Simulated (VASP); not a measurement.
# Tl2Ni2O3 (P2_1/c) in VASP: single point with PBE+U

Aim: the single point of Tl2Ni2O3 with PBE+U.

Everything below comes from runs of VASP 6.6.1. Logs are shortened: lines on timing, memory, paths and dates and some standing lists are left out, and cuts for length are marked.

## (1) The cell of the first run

Symmetry: P2_1/c, No. 14, monoclinic system. Conventional cell: a = 5.977 Å, b = 6.113 Å, c = 6.046 Å, α = 90.00°, β = 117.55°, γ = 90.00°. Ni (site symmetry 1) has 4 O at 1.98 to 2.10 Å within 2.6 Å. Tl (site symmetry 1) has 7 O at 2.31 to 3.43 Å and 7 Ni at 3.03 to 3.43 Å and 5 Tl at 3.13 to 3.63 Å within 3.7 Å. Within 2.6 Å of O (site symmetry 1) lie 3 Ni at 1.98 to 2.10 Å and 1 Tl at 2.31 Å. O (site symmetry -1) has 2 Ni at 1.99 Å and 4 Tl at 2.41 to 2.46 Å within 2.6 Å.

## (2) Single point, PBE+U, collinear spin, antiferromagnetic start

Contents of INCAR:

```
ALGO = Normal ; EDIFF = 1E-6
ENCUT = 600 ; GGA = PE
GGA_COMPAT = False ; ISIF = 2
ISMEAR = -1 ; ISPIN = 2
KPAR = 4 ; LASPH = True
LCHARG = True ; LDAU = True
LDAUJ = 0 0 0 ; LDAUL = 2 -1 -1
LDAUPRINT = 1 ; LDAUTYPE = 2
LDAUU = 5.36 0 0 ; LMAXMIX = 4
LORBIT = 11 ; LREAL = False
LVHAR = True ; LWAVE = False
MAGMOM = 2 2 -2 -2 0 0 0 0 0 0 0 0 0 0 ; NBANDS = 81
NELM = 200 ; PREC = Accurate
SIGMA = 0.0573
```

Contents of KPOINTS:

```
k-points
0
Gamma
  4 3 4
```

Contents of POSCAR:

```
Tl2Ni2O3
1.0
    5.9773065300      0.0000000000      0.0000000000
    0.0000000000      6.1128748600      0.0000000000
   -2.7964651900      0.0000000000      5.3605343600
Ni Tl O
4 4 6
Direct
    0.3350000000      0.1220000000      0.0730000000
    0.6650000000      0.6220000000      0.4270000000
    0.6650000000      0.8780000000      0.9270000000
    0.3350000000      0.3780000000      0.5730000000
    0.1520000000      0.8460000000      0.4110000000
    0.8480000000      0.3460000000      0.0890000000
    0.8480000000      0.1540000000      0.5890000000
    0.1520000000      0.6540000000      0.9110000000
    0.3720000000      0.4250000000      0.2470000000
    0.6280000000      0.9250000000      0.2530000000
    0.6280000000      0.5750000000      0.7530000000
    0.3720000000      0.0750000000      0.7470000000
    0.0000000000      0.0000000000      0.0000000000
    0.0000000000      0.5000000000      0.5000000000
```

Potentials or basis: VASP PAW PBE potentials, release 64 (Ni, Tl_d, O).

Command:

```sh
$ cat potpaw_PBE.64/Ni/POTCAR potpaw_PBE.64/Tl_d/POTCAR potpaw_PBE.64/O/POTCAR > POTCAR
$ mpirun -np 4 vasp_std > vasp.out
```

OUTCAR:

```text
EDIFF = 1E-6
   ENCUT = 600
   GGA = PE
   ISIF = 2
   ISMEAR = -1
   ISPIN = 2
   LASPH = True
   LORBIT = 11
   LREAL = False
   NELM = 200
   PREC = Accurate

 ion  position               nearest neighbor table
   1  0.335  0.122  0.073-  10 1.98  13 1.99   9 2.09  12 2.10   3 2.92   7 3.03   8 3.06   5 3.21
                             7 3.21   6 3.26   6 3.32   8 3.43
   2  0.665  0.622  0.427-   9 1.98  14 1.99  10 2.09  11 2.10   4 2.92   8 3.03   7 3.06   6 3.21
                             8 3.21   5 3.26   5 3.32   7 3.43
   3  0.665  0.878  0.927-  12 1.98  13 1.99  11 2.09  10 2.10   1 2.92   5 3.03   6 3.06   7 3.21
                             5 3.21   8 3.26   8 3.32   6 3.43
   4  0.335  0.378  0.573-  11 1.98  14 1.99  12 2.09   9 2.10   2 2.92   6 3.03   5 3.06   8 3.21
                             6 3.21   7 3.26   7 3.32   5 3.43
   5  0.152  0.846  0.411-  12 2.31  13 2.41  14 2.46  10 2.86   3 3.03   4 3.06   7 3.13   1 3.21
                             3 3.21   8 3.24   8 3.24   2 3.26   2 3.32   4 3.43   6 3.63   6 3.63
   6  0.848  0.346  0.089-  11 2.31  14 2.41  13 2.46   9 2.86   4 3.03   3 3.06   8 3.13   2 3.21
                             4 3.21   7 3.24   7 3.24   1 3.26   1 3.32   3 3.43   5 3.63   5 3.63
   7  0.848  0.154  0.589-  10 2.31  13 2.41  14 2.46  12 2.86   1 3.03   2 3.06   5 3.13   3 3.21
                             1 3.21   6 3.24   6 3.24   4 3.26   4 3.32   2 3.43   8 3.63   8 3.63
   8  0.152  0.654  0.911-   9 2.31  14 2.41  13 2.46  11 2.86   2 3.03   1 3.06   6 3.13   4 3.21
                             2 3.21   5 3.24   5 3.24   3 3.26   3 3.32   1 3.43   7 3.63   7 3.63
   9  0.372  0.425  0.247-   2 1.98   1 2.09   4 2.10   8 2.31   6 2.86
  10  0.628  0.925  0.253-   1 1.98   2 2.09   3 2.10   7 2.31   5 2.86
  11  0.628  0.575  0.753-   4 1.98   3 2.09   2 2.10   6 2.31   8 2.86
  12  0.372  0.075  0.747-   3 1.98   4 2.09   1 2.10   5 2.31   7 2.86
  13  0.000  0.000  0.000-   1 1.99   3 1.99   5 2.41   7 2.41   6 2.46   8 2.46
  14  0.000  0.500  0.500-   2 1.99   4 1.99   6 2.41   8 2.41   7 2.46   5 2.46

  LATTYP: Found a simple monoclinic cell.
 ALAT       =     5.9773065300
 B/A-ratio  =     1.0226805049
 C/A-ratio  =     1.0115121658
 COS(beta)  =    -0.4625224091

  Lattice vectors:

 A1 = (   5.9773065300,   0.0000000000,   0.0000000000)
 A2 = (   0.0000000000,   6.1128748600,   0.0000000000)
 A3 = (  -2.7964651900,   0.0000000000,   5.3605343600)

Analysis of symmetry for initial positions (statically):
=====================================================================
 Subroutine PRICEL returns:
 Original cell was already a primitive cell.

 Routine SETGRP: Setting up the symmetry group for a
[... 1935 lines left out ...]
      1     -11.8117      1.00000
      2     -11.4522      1.00000
      3     -11.2526      1.00000
      4     -11.2124      1.00000
      5     -11.0885      1.00000
      6     -11.0369      1.00000
[... 1569 lines left out ...]
     75      12.8226      0.00000
     76      12.8466      0.00000
 [bands above 76 left out]

------------------------ aborting loop because EDIFF is reached ----------------------------------------

  FORCE on cell =-STRESS in cart. coord.  units (eV):
  Direction    XX          YY          ZZ          XY          YZ          ZX
  --------------------------------------------------------------------------------------
  -------------------------------------------------------------------------------------
  Total        7.8863189     17.0445718     22.8325633      0.0000000      0.0000000      1.0265925
  in kB       64.5098154    139.4240074    186.7695772      0.0000000      0.0000000      8.3974914
  external PRESSURE =     130.2344667 kB  Pullay stress =       0.0000000 kB

 VOLUME and BASIS-vectors are now :
 -----------------------------------------------------------------------------
  energy-cutoff  :      600.00
  volume of cell :      195.87
      direct lattice vectors                 reciprocal lattice vectors
     5.977306530  0.000000000  0.000000000     0.167299434  0.000000000  0.087276195
     0.000000000  6.112874860  0.000000000     0.000000000  0.163589150  0.000000000
    -2.796465190  0.000000000  5.360534360     0.000000000  0.000000000  0.186548566

 POSITION                                       TOTAL-FORCE (eV/Angst)
 -----------------------------------------------------------------------------------
      1.79826      0.74577      0.39132         0.692115      0.428435     -0.039916
      2.78082      3.80221      2.28895        -0.692115      0.428435      0.039916
      1.38259      5.36710      4.96922        -0.692115     -0.428435      0.039916
      0.40002      2.31067      3.07159         0.692115     -0.428435     -0.039916
     -0.24080      5.17149      2.20318         0.615583     -0.356130     -0.043153
      4.81987      2.11505      0.47709        -0.615583     -0.356130      0.043153
      3.42164      0.94138      3.15735        -0.615583      0.356130      0.043153
     -1.63903      3.99782      4.88345         0.615583      0.356130     -0.043153
      1.53283      2.59797      1.32405         0.032274     -1.445281      1.292093
      3.04624      5.65441      1.35622        -0.032274     -1.445281     -1.292093
      1.64801      3.51490      4.03648        -0.032274      1.445281     -1.292093
      0.13460      0.45847      4.00432         0.032274      1.445281      1.292093
      0.00000      0.00000      0.00000         0.000000      0.000000     -0.000000
     -1.39823      3.05644      2.68027         0.000000      0.000000     -0.000000
 -----------------------------------------------------------------------------------
    total drift:                               -0.000000     -0.000000      0.000000

  FREE ENERGIE OF THE ION-ELECTRON SYSTEM (eV)
  ---------------------------------------------------
  free  energy   TOTEN  =       -56.6249368016 eV

  energy  without entropy=      -56.6094822302  energy(sigma->0) =      -56.61720952

 total charge

# of ion       s       p       d       tot
------------------------------------------
    1        0.362   0.395   8.182   8.939
    2        0.362   0.395   8.182   8.939
    3        0.362   0.395   8.182   8.939
    4        0.362   0.395   8.182   8.939
    5        1.234   0.343   9.705  11.282
    6        1.234   0.343   9.705  11.282
    7        1.234   0.343   9.705  11.282
    8        1.234   0.343   9.705  11.282
    9        1.571   3.382   0.000   4.953
   10        1.571   3.382   0.000   4.953
   11        1.571   3.382   0.000   4.953
   12        1.571   3.382   0.000   4.953
   13        1.585   3.411   0.000   4.996
   14        1.585   3.411   0.000   4.996
--------------------------------------------------
tot         15.839  23.303  71.546 110.688

 magnetization (x)

# of ion       s       p       d       tot
------------------------------------------
    1        0.008   0.021   1.681   1.710
    2        0.008   0.021   1.681   1.710
    3       -0.008  -0.021  -1.681  -1.710
    4       -0.008  -0.021  -1.681  -1.710
    5        0.005   0.001  -0.001   0.004
    6        0.005   0.001  -0.001   0.004
    7       -0.005  -0.001   0.001  -0.004
    8       -0.005  -0.001   0.001  -0.004
    9        0.001   0.040   0.000   0.041
   10        0.001   0.040   0.000   0.041
   11       -0.001  -0.040   0.000  -0.041
   12       -0.001  -0.040   0.000  -0.041
   13        0.000   0.000   0.000   0.000
   14        0.000   0.000   0.000   0.000
--------------------------------------------------
tot          0.000   0.000   0.000   0.000
```

stdout:

```text
POSCAR found type information on POSCAR NiTlO
 POSCAR found :  3 types and      14 ions
 scaLAPACK will be used
 LDA part: xc-table for (Slater+PW92), standard interpolation
 POSCAR, INCAR and KPOINTS ok, starting setup
 FFT: planning ... GRIDC
 FFT: planning ... GRID_SOFT
 FFT: planning ... GRID
 WAVECAR not read
 entering main loop
```

Wall time 6.5 min (4 MPI ranks of Intel Xeon 6975P-C (Granite Rapids), shared host); peak memory 0.81 GiB.

Results:

- Free energy: -56.6249 eV
- Pressure: 13.0 GPa
- Largest force: 1.939 eV/Å
- Band gap on the k mesh: zero (filled and empty bands overlap)
- Net moment: 0.00 μB per cell
- Site moments: Ni +1.71, -1.71 (each value once); Tl +0.00, -0.00 (each value once); O +0.04, -0.04, +0.00 (each value once) μB
- Valence electrons inside the program's atomic spheres: Ni 8.94; Tl 11.28; O 4.95, 5.00 (each value once)

Forces on the atoms (eV/Å):
```
Ni   0.692  0.428 -0.040
Ni  -0.692  0.428  0.040
Ni  -0.692 -0.428  0.040
Ni   0.692 -0.428 -0.040
Tl   0.616 -0.356 -0.043
Tl  -0.616 -0.356  0.043
Tl  -0.616  0.356  0.043
Tl   0.616  0.356 -0.043
O    0.032 -1.445  1.292
O   -0.032 -1.445 -1.292
O   -0.032  1.445 -1.292
O    0.032  1.445  1.292
O    0.000  0.000  0.000
O    0.000  0.000  0.000
```

Eigenvalues of the final occupation matrices:
| site | spin | trace | eigenvalues |
| --- | --- | --- | --- |
| site 1 d | 1 | 4.94 | 0.98 0.98 0.99 1.00 1.00 |
| site 1 d | 2 | 3.26 | 0.14 0.18 0.98 0.98 0.99 |
| site 2 d | 1 | 4.94 | 0.98 0.98 0.99 1.00 1.00 |
| site 2 d | 2 | 3.26 | 0.14 0.18 0.98 0.98 0.99 |
| site 3 d | 1 | 3.26 | 0.14 0.18 0.98 0.98 0.99 |
| site 3 d | 2 | 4.94 | 0.98 0.98 0.99 1.00 1.00 |
| site 4 d | 1 | 3.26 | 0.14 0.18 0.98 0.98 0.99 |
| site 4 d | 2 | 4.94 | 0.98 0.98 0.99 1.00 1.00 |

Caveat: the cell stands under pressure; spin-orbit coupling is left out, which moves the levels of the heavy elements; forces of over 1 eV/Å act on the atoms, so gaps and moduli don't describe the material at rest. The state reached can hang on the start; a lower one may exist.
